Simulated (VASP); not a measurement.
# Rb (P6_3/mmc) in VASP: notebook

Rb is run at these levels: PBE; tasks: single point.

Program: VASP 6.6.1. These are calculated values, not measurements. Logs are shortened: lines on timing, memory, paths and dates and some standing lists are left out, and cuts for length are marked.

## Step 1: The cell of the first run

The structure is hexagonal, space group P6_3/mmc (No. 194). Conventional cell: a = 4.966 Å, b = 4.966 Å, c = 8.224 Å, α = 90.00°, β = 90.00°, γ = 120.00°.

This isn't the form of Rb at room conditions, which is bcc.

## Step 2: Single point, PBE (87.84 Å³/atom)

INCAR

```
SYSTEM = Rb
ALGO     = Normal         ! electronic algorithm
EDIFF    = 1E-6           ! SCF threshold, eV
ENCUT    = 520            ! plane-wave cutoff, eV
GGA      = PE             ! functional
ISIF     = 2              ! what is computed and relaxed
ISMEAR   = -1             ! smearing method
LASPH    = .True.         ! aspherical terms in the spheres
LCHARG   = .True.         ! write CHGCAR
LELF     = .True.         ! ELF
LREAL    = .False.        ! projectors in reciprocal space
LVHAR    = .True.       
LWAVE    = .False.        ! write WAVECAR
NBANDS   = 16             ! bands
NELM     = 100            ! most SCF steps
PREC     = Accurate       ! precision mode
SIGMA    = 0.03           ! smearing width, eV
```

KPOINTS

```
k-points
0
Gamma
  11 11 6
  0 0 0
```

POSCAR

```
Rb
1.0
    4.9664223205      0.0000000000      0.0000000000
   -2.4832111603      4.3010478955      0.0000000000
    0.0000000000      0.0000000000      8.2241218769
Rb
2
Direct
    0.3333333333      0.6666666667      0.2500000000
    0.6666666667      0.3333333333      0.7500000000
```

Potentials or basis: VASP PAW PBE potentials, release 64 (Rb_sv).

The run is started by

```sh
> cat potpaw_PBE.64/Rb_sv/POTCAR > POTCAR
> mpirun -np 1 vasp_std > vasp.out
```

OUTCAR:

```text
SYSTEM = Rb
   EDIFF = 1E-6
   ENCUT = 520
   GGA = PE
   ISIF = 2
   ISMEAR = -1
   LASPH = .True.
   LREAL = .False.
   NELM = 100
   PREC = Accurate

 ion  position               nearest neighbor table
   1  0.333  0.667  0.250-   2 5.01   2 5.01   2 5.01   2 5.01   2 5.01   2 5.01
   2  0.667  0.333  0.750-   1 5.01   1 5.01   1 5.01   1 5.01   1 5.01   1 5.01

  LATTYP: Found a hexagonal cell.
 ALAT       =     4.9664223205
 C/A-ratio  =     1.6559449330

  Lattice vectors:

 A1 = (   4.9664223205,   0.0000000000,   0.0000000000)
 A2 = (  -2.4832111603,   4.3010478955,   0.0000000000)
 A3 = (   0.0000000000,   0.0000000000,   8.2241218769)

Analysis of symmetry for initial positions (statically):
=====================================================================
 Subroutine PRICEL returns:
 Original cell was already a primitive cell.

 Routine SETGRP: Setting up the symmetry group for a
 hexagonal supercell.

 Subroutine GETGRP returns: Found 24 space group operations
 (whereof 12 operations were pure point group operations)
 out of a pool of 24 trial point group operations.

The static configuration has the point symmetry D_3d.
 The point group associated with its full space group is D_6h.

Analysis of symmetry for dynamics (positions and initial velocities):
=====================================================================
 Subroutine PRICEL returns:
 Original cell was already a primitive cell.

 Routine SETGRP: Setting up the symmetry group for a
 hexagonal supercell.

 Subroutine GETGRP returns: Found 24 space group operations
 (whereof 12 operations were pure point group operations)
 out of a pool of 24 trial point group operations.

The dynamic configuration has the point symmetry D_3d.
 The point group associated with its full space group is D_6h.

 Subroutine INISYM returns: Found 24 space group operations
 (whereof 12 operations are pure point group operations),
 and found     1 'primitive' translations

----------------------------------------------------------------------------------------

                                     Primitive cell

  volume of cell :     175.6740

  direct lattice vectors                    reciprocal lattice vectors
     4.966422321  0.000000000  0.000000000     0.201352188  0.116250740  0.000000000
    -2.483211160  4.301047895  0.000000000     0.000000000  0.232501480  0.000000000
     0.000000000  0.000000000  8.224121877     0.000000000  0.000000000  0.121593529

  length of vectors
     4.966422321  4.966422321  8.224121877     0.232501480  0.232501480  0.121593529
[... 81 lines left out ...]
   EDIFF  = 0.1E-05   stopping-criterion for ELM
   LREAL  =      F    real-space projection
   EDIFFG = 0.1E-04   stopping-criterion for IOM
   NSW    =      0    number of steps for IOM
   IBRION =     -1    ionic relax: 0-MD 1-quasi-New 2-CG
   NFREE  =      0    steps in history (QN), initial steepest desc. (CG)
   ISIF   =      2    stress and relaxation
   ISYM   =      2    0-nonsym 1-usesym 2-fastsym
   POTIM  = 0.5000    time-step for ionic-motion
   TEBEG  =    0.0;   TEEND  =   0.0 temperature during run
   PSTRESS=    0.0 pullay stress
   NELECT =      18.0000    total number of electrons
   NUPDOWN=      -1.0000    fix difference up-down
   EMIN   =  10.00;   EMAX   =-10.00  energy-range for DOS
   EFERMI =   0.00;   METHOD = LEGACY
   ISMEAR =    -1;   SIGMA  =   0.03  broadening in eV -4-tet -1-fermi 0-gaus
   EFERMI_NEDOS =   21; number of points for ismear=-14 and -15
   IALGO  =     38    algorithm
   IMIX   =      4    mixing-type and parameters
     AMIX     =   0.40;   BMIX     =  1.00
     AMIX_MAG =   1.60;   BMIX_MAG =  1.00
  volume/ion in A,a.u.               =      87.84       592.75
  Fermi-wavevector in a.u.,A,eV,Ry     =   0.766061  1.447645  7.984565  0.586849
  Thomas-Fermi vector in A             =   1.866317
   LORBIT       =      0    0 simple, 1 ext, 2 COOP (PROOUT), +10 PAW based schemes
   GGA     = PE    functional components
   LHFCALC =     F    Hartree Fock is set to
   AEXX    =    0.0000 exact exchange contribution
   IVDW    =     0    specifies the selected vdW correction
   LEPSILON=     F    determine dielectric tensor
   LRPA    =     F    only Hartree local field effects (RPA)
 non-spin polarized calculation
  energy-cutoff  :      520.00
  volume of cell :      175.67
 maximum number of plane-waves:      4754
 NGX is ok and might be reduce to    40
   NGX = 19   NGY = 19   NGZ = 31

 number of electron      18.0000000 magnetization

 Free energy of the ion-electron system (eV)
  ---------------------------------------------------
  ext. energy  EPLUGINS =         0.00000000
  ---------------------------------------------------
  free energy    TOTEN  =        -1.87203941 eV

  energy without entropy =       -1.86501364  energy(sigma->0) =       -1.86852653

 E-fermi :   0.1167     XC(G=0):  -5.5511

 val. band max:        0.0989220188   @ k =   0.2727   0.1818   0.5000
 cond. band min:       0.1287627242   @ k =   0.2727   0.0909   0.3333
 fundamental gap:      0.0298407054
 Fermi energy:         0.1167168087

 k-point     1 :       0.0000    0.0000    0.0000
  band No.  band energies     occupation
      1     -28.7863      2.00000
      2     -28.7821      2.00000
      3     -12.9301      2.00000
      4     -12.8392      2.00000
      5     -12.8392      2.00000
      6     -12.8270      2.00000
[... 433 lines left out ...]
      3     -12.9096      2.00000
      4     -12.8741      2.00000
      5     -12.8701      2.00000
      6     -12.8502      2.00000
[... 8 lines left out ...]
     15       3.6887      0.00000
     16       4.0978      0.00000

 [... further k-points ...]

------------------------ aborting loop because EDIFF is reached ----------------------------------------

  FORCE on cell =-STRESS in cart. coord.  units (eV):
  Direction    XX          YY          ZZ          XY          YZ          ZX
  --------------------------------------------------------------------------------------
  -------------------------------------------------------------------------------------
  Total        0.1251354      0.1251354      0.1366055     -0.0000000     -0.0000000      0.0000000
  in kB        1.1412570      1.1412570      1.2458663     -0.0000000     -0.0000000      0.0000000
  external PRESSURE =       1.1761268 kB  Pullay stress =       0.0000000 kB

 VOLUME and BASIS-vectors are now :
 -----------------------------------------------------------------------------
  energy-cutoff  :      520.00
  volume of cell :      175.67
      direct lattice vectors                 reciprocal lattice vectors
     4.966422321  0.000000000  0.000000000     0.201352188  0.116250740  0.000000000
    -2.483211160  4.301047895  0.000000000     0.000000000  0.232501480  0.000000000
     0.000000000  0.000000000  8.224121877     0.000000000  0.000000000  0.121593529

 POSITION                                       TOTAL-FORCE (eV/Angst)
 -----------------------------------------------------------------------------------
     -0.00000      2.86737      2.05603         0.000000     -0.000000      0.000000
      2.48321      1.43368      6.16809        -0.000000      0.000000      0.000000
 -----------------------------------------------------------------------------------
    total drift:                                0.000000     -0.000000      0.000000

  FREE ENERGIE OF THE ION-ELECTRON SYSTEM (eV)
  ---------------------------------------------------
  free  energy   TOTEN  =        -1.8720394113 eV

  energy  without entropy=       -1.8650136388  energy(sigma->0) =       -1.86852653
```

OSZICAR:

```text
N       E                     dE             d eps       ncg     rms          rms(c)
DAV:   1     0.113906010801E+03    0.11391E+03   -0.70157E+03  2048   0.860E+02
DAV:   2     0.986435568818E+01   -0.10404E+03   -0.10034E+03  2760   0.182E+02
DAV:   3    -0.897018617110E+00   -0.10761E+02   -0.10712E+02  2952   0.569E+01
DAV:   4    -0.186170680665E+01   -0.96469E+00   -0.96451E+00  3424   0.117E+01
DAV:   5    -0.186953535664E+01   -0.78285E-02   -0.78285E-02  2904   0.115E+00    0.181E+00
DAV:   6    -0.187028476845E+01   -0.74941E-03   -0.48828E-03  2936   0.357E-01    0.110E+00
DAV:   7    -0.187181222736E+01   -0.15275E-02   -0.55432E-03  2560   0.403E-01    0.674E-02
DAV:   8    -0.187200516322E+01   -0.19294E-03   -0.30553E-04  2992   0.102E-01    0.251E-02
DAV:   9    -0.187203790645E+01   -0.32743E-04   -0.34745E-05  3032   0.397E-02    0.773E-03
DAV:  10    -0.187203942543E+01   -0.15190E-05   -0.83912E-06  2720   0.154E-02    0.195E-03
DAV:  11    -0.187203941131E+01    0.14125E-07   -0.29565E-07  1792   0.325E-03
   1 F= -.18720394E+01 E0= -.18685265E+01  d E =-.702577E-02
```

Run time: 1.8 min. Hardware: 1 thread of Oxide Virtual Turin-like, shared host; peak memory 0.35 GiB.

Results:

- Free energy: -1.8720 eV
- Pressure: 0.1 GPa
- Band gap on the k mesh: zero (bands 9 and 10 overlap by 2.28 eV)

Levels at points of the mesh, in eV from the Fermi level:
| k point | band 6 | band 7 | band 8 | band 9 | band 10 | band 11 | band 12 | band 13 |
| --- | --- | --- | --- | --- | --- | --- | --- | --- |
| (0.00, 0.00, 0.00) | -12.94 | -12.94 | -12.94 | -2.04 | 0.07 | 0.61 | 3.49 | 3.50 |
| (0.00, 0.00, 0.50) | -12.95 | -12.95 | -12.95 | -1.37 | -1.37 | 2.26 | 2.26 | 3.54 |

## Step 3: Single point, PBE (89.67 Å³/atom)

This run uses another cell than the first one, of 89.67 Å³/atom.

INCAR

```
  PREC = Accurate
  ENCUT = 520
  EDIFF = 1E-6
  ISMEAR = -1
  SIGMA = 0.03
  LREAL = F
  LASPH = T
  NELM = 100
  ALGO = Normal
  ISIF = 2
  LWAVE = F
  LCHARG = T
  GGA = PE
  LELF = T
  LVHAR = T
  NBANDS = 16
```

KPOINTS

```
regular mesh
0
Gamma
  11 11 6
```

POSCAR

```
Rb
1.0
    5.0006745913      0.0000000000      0.0000000000
   -2.5003372956      4.3307112321      0.0000000000
    0.0000000000      0.0000000000      8.2808417512
Rb
2
Direct
    0.3333333333      0.6666666667      0.2500000000
    0.6666666667      0.3333333333      0.7500000000
```

Potentials or basis: VASP PAW PBE potentials, release 64 (Rb_sv).

The run is started by

```sh
> cat potpaw_PBE.64/Rb_sv/POTCAR > POTCAR
> mpirun -np 1 vasp_std > vasp.out
```

OUTCAR:

```text
PREC = Accurate
   ENCUT = 520
   EDIFF = 1E-6
   ISMEAR = -1
   LREAL = F
   LASPH = T
   NELM = 100
   ISIF = 2
   GGA = PE

 ion  position               nearest neighbor table
   1  0.333  0.667  0.250-   2 5.05   2 5.05   2 5.05   2 5.05   2 5.05   2 5.05
   2  0.667  0.333  0.750-   1 5.05   1 5.05   1 5.05   1 5.05   1 5.05   1 5.05

  LATTYP: Found a hexagonal cell.
 ALAT       =     5.0006745913
 C/A-ratio  =     1.6559449330

  Lattice vectors:

 A1 = (   5.0006745913,   0.0000000000,   0.0000000000)
 A2 = (  -2.5003372956,   4.3307112321,   0.0000000000)
 A3 = (   0.0000000000,   0.0000000000,   8.2808417512)

Analysis of symmetry for initial positions (statically):
=====================================================================
 Subroutine PRICEL returns:
 Original cell was already a primitive cell.

 Routine SETGRP: Setting up the symmetry group for a
 hexagonal supercell.

 Subroutine GETGRP returns: Found 24 space group operations
 (whereof 12 operations were pure point group operations)
 out of a pool of 24 trial point group operations.

The static configuration has the point symmetry D_3d.
 The point group associated with its full space group is D_6h.

Analysis of symmetry for dynamics (positions and initial velocities):
=====================================================================
 Subroutine PRICEL returns:
 Original cell was already a primitive cell.

 Routine SETGRP: Setting up the symmetry group for a
 hexagonal supercell.

 Subroutine GETGRP returns: Found 24 space group operations
 (whereof 12 operations were pure point group operations)
 out of a pool of 24 trial point group operations.

The dynamic configuration has the point symmetry D_3d.
 The point group associated with its full space group is D_6h.

 Subroutine INISYM returns: Found 24 space group operations
 (whereof 12 operations are pure point group operations),
 and found     1 'primitive' translations
[... 111 lines left out ...]
   EFERMI_NEDOS =   21; number of points for ismear=-14 and -15
   IALGO  =     38    algorithm
   IMIX   =      4    mixing-type and parameters
     AMIX     =   0.40;   BMIX     =  1.00
     AMIX_MAG =   1.60;   BMIX_MAG =  1.00
  volume/ion in A,a.u.               =      89.67       605.10
  Fermi-wavevector in a.u.,A,eV,Ry     =   0.760814  1.437729  7.875559  0.578837
  Thomas-Fermi vector in A             =   1.859915
   LORBIT       =      0    0 simple, 1 ext, 2 COOP (PROOUT), +10 PAW based schemes
   GGA     = PE    functional components
   LHFCALC =     F    Hartree Fock is set to
   AEXX    =    0.0000 exact exchange contribution
   IVDW    =     0    specifies the selected vdW correction
   LEPSILON=     F    determine dielectric tensor
   LRPA    =     F    only Hartree local field effects (RPA)
 non-spin polarized calculation
  energy-cutoff  :      520.00
  volume of cell :      179.33
 maximum number of plane-waves:      4902
 NGX is ok and might be reduce to    40
   NGX = 19   NGY = 19   NGZ = 31

 number of electron      18.0000000 magnetization

 Free energy of the ion-electron system (eV)
  ---------------------------------------------------
  ext. energy  EPLUGINS =         0.00000000
  ---------------------------------------------------
  free energy    TOTEN  =        -1.87403013 eV

  energy without entropy =       -1.86698810  energy(sigma->0) =       -1.87050911

 E-fermi :   0.0681     XC(G=0):  -5.5009

 val. band max:        0.0506941317   @ k =   0.2727   0.1818   0.5000
 cond. band min:       0.0801682910   @ k =   0.2727   0.0909   0.3333
 fundamental gap:      0.0294741594
 Fermi energy:         0.0681403970

 k-point     1 :       0.0000    0.0000    0.0000
  band No.  band energies     occupation
      1     -28.8439      2.00000
      2     -28.8401      2.00000
      3     -12.9825      2.00000
      4     -12.8981      2.00000
      5     -12.8981      2.00000
      6     -12.8867      2.00000
[... 433 lines left out ...]
      3     -12.9635      2.00000
      4     -12.9305      2.00000
      5     -12.9268      2.00000
      6     -12.9083      2.00000
[... 8 lines left out ...]
     15       3.6177      0.00000
     16       4.0213      0.00000

 [... further k-points ...]

------------------------ aborting loop because EDIFF is reached ----------------------------------------

  FORCE on cell =-STRESS in cart. coord.  units (eV):
  Direction    XX          YY          ZZ          XY          YZ          ZX
  --------------------------------------------------------------------------------------
  -------------------------------------------------------------------------------------
  Total        0.0568954      0.0568954      0.0679096      0.0000000     -0.0000000      0.0000000
  in kB        0.5083063      0.5083063      0.6067079      0.0000000     -0.0000000      0.0000000
  external PRESSURE =       0.5411068 kB  Pullay stress =       0.0000000 kB

 VOLUME and BASIS-vectors are now :
 -----------------------------------------------------------------------------
  energy-cutoff  :      520.00
  volume of cell :      179.33
      direct lattice vectors                 reciprocal lattice vectors
     5.000674591  0.000000000  0.000000000     0.199973020  0.115454477  0.000000000
    -2.500337296  4.330711232  0.000000000     0.000000000  0.230908954  0.000000000
     0.000000000  0.000000000  8.280841751     0.000000000  0.000000000  0.120760670

 POSITION                                       TOTAL-FORCE (eV/Angst)
 -----------------------------------------------------------------------------------
     -0.00000      2.88714      2.07021        -0.000000      0.000000      0.000000
      2.50034      1.44357      6.21063         0.000000     -0.000000      0.000000
 -----------------------------------------------------------------------------------
    total drift:                                0.000000     -0.000000      0.000000

  FREE ENERGIE OF THE ION-ELECTRON SYSTEM (eV)
  ---------------------------------------------------
  free  energy   TOTEN  =        -1.8740301294 eV

  energy  without entropy=       -1.8669880967  energy(sigma->0) =       -1.87050911
```

stdout:

```text
POSCAR found type information on POSCAR Rb
 POSCAR found :  1 types and       2 ions
 scaLAPACK will be used
 LDA part: xc-table for (Slater+PW92), standard interpolation
 POSCAR, INCAR and KPOINTS ok, starting setup
 FFT: planning ... GRIDC
 FFT: planning ... GRID_SOFT
 FFT: planning ... GRID
 WAVECAR not read
 entering main loop
```

It took 2 min on 1 thread of Oxide Virtual Turin-like, shared host; peak memory 0.35 GiB.

Results:

```yaml
Free_energy: -1.8740 eV
Pressure: 0.1 GPa
Band_gap_on_the_k_mesh: zero (bands 9 and 10 overlap by 2.26 eV)
```

## Step 4: Single point, PBE

This run uses another cell than the first one, of 91.50 Å³/atom.

INCAR

```
PREC = Accurate
ENCUT = 520
EDIFF = 1E-6
ISMEAR = -1
SIGMA = 0.03
LREAL = False
LASPH = True
NELM = 100
ALGO = Normal
ISIF = 2
LWAVE = False
LCHARG = False
GGA = PE
NBANDS = 16
```

KPOINTS

```
Automatic mesh
0
Gamma
  11 11 6
```

POSCAR

```
Rb
1.0
    5.0344639581      0.0000000000      0.0000000000
   -2.5172319791      4.3599736822      0.0000000000
    0.0000000000      0.0000000000      8.3367950819
Rb
2
Direct
    0.3333333333      0.6666666667      0.2500000000
    0.6666666667      0.3333333333      0.7500000000
```

The run is started by

```sh
> cat potpaw_PBE.64/Rb_sv/POTCAR > POTCAR
> mpirun -np 1 vasp_std > vasp.out
```

Run time: 1.8 min. Hardware: 1 thread of Oxide Virtual Turin-like, shared host; peak memory 0.35 GiB.

It converged, with:

* Free energy: -1.8746 eV
* Pressure: 0.0 GPa
* Band gap on the k mesh: zero (bands 9 and 10 overlap by 2.24 eV)

Levels at points of the mesh, in eV from the Fermi level:
```csv
k point,band 5,band 6,band 7,band 8,band 9,band 10,band 11,band 12,band 13,band 14
"(0.00, 0.00, 0.00)",-12.98,-12.97,-12.96,-12.96,-1.99,0.08,0.59,3.46,3.47,3.47
"(0.00, 0.00, 0.50)",-12.97,-12.97,-12.97,-12.97,-1.33,-1.33,2.24,2.24,3.51,3.51
```

## Step 5: Single point, PBE (93.33 Å³/atom)

This run uses another cell than the first one, of 93.33 Å³/atom.

INCAR

```
SYSTEM = Rb
  ALGO = Normal
  EDIFF = 1E-6
  ENCUT = 520
  GGA = PE
  ISIF = 2
  ISMEAR = -1
  LASPH = .True.
  LCHARG = .True.
  LELF = .True.
  LREAL = .False.
  LVHAR = .True.
  LWAVE = .False.
  NBANDS = 16
  NELM = 60
  PREC = Accurate
  SIGMA = 0.03
```

KPOINTS

```
k-points
0
Gamma
  11 11 6
  0 0 0
```

POSCAR

```
Rb
1.0
    5.0678057507      0.0000000000      0.0000000000
   -2.5339028754      4.3888485215      0.0000000000
    0.0000000000      0.0000000000      8.3920072544
Rb
2
Direct
    0.3333333333      0.6666666667      0.2500000000
    0.6666666667      0.3333333333      0.7500000000
```

The run is started by

```sh
> cat potpaw_PBE.64/Rb_sv/POTCAR > POTCAR
> mpirun -np 1 vasp_std > vasp.out
```

Run time: 2.3 min. Hardware: 1 thread of Oxide Virtual Turin-like, shared host; peak memory 0.35 GiB.

Results (log left out):

```yaml
Free_energy: -1.8740 eV
Pressure: -0.1 GPa
Band_gap_on_the_k_mesh: zero (bands 9 and 10 overlap by 2.22 eV)
```

Levels at points of the mesh, in eV from the Fermi level:
```csv
k point,band 7,band 8,band 9,band 10,band 11,band 12
"(0.00, 0.00, 0.00)",-12.98,-12.98,-1.96,0.08,0.58,3.44
"(0.00, 0.00, 0.50)",-12.98,-12.98,-1.32,-1.32,2.23,2.23
```

## Step 6: The runs side by side

| cell | gap on the mesh (eV) | pressure (GPa) |
| --- | --- | --- |
| a = 4.966, b = 4.966, c = 8.224 Å, angles 90.0, 90.0, 120.0°, 2 atoms | none | 0.1 |
| a = 5.001, b = 5.001, c = 8.281 Å, angles 90.0, 90.0, 120.0°, 2 atoms | none | 0.1 |
| a = 5.034, b = 5.034, c = 8.337 Å, angles 90.0, 90.0, 120.0°, 2 atoms | none | 0.0 |
| a = 5.068, b = 5.068, c = 8.392 Å, angles 90.0, 90.0, 120.0°, 2 atoms | none | -0.1 |

Alike in all rows: task single point; level PBE; potentials or basis VASP PAW PBE potentials, release 64 (Rb_sv); no spin polarisation; k mesh 11 × 11 × 6; cutoff (eV) 520; smearing fermi-dirac 0.03 eV.

Total energies depend on the potentials used, so only differences within one code and one set of settings carry meaning.

The gap in the log of VASP goes by the Fermi energy; the results here count the filled bands.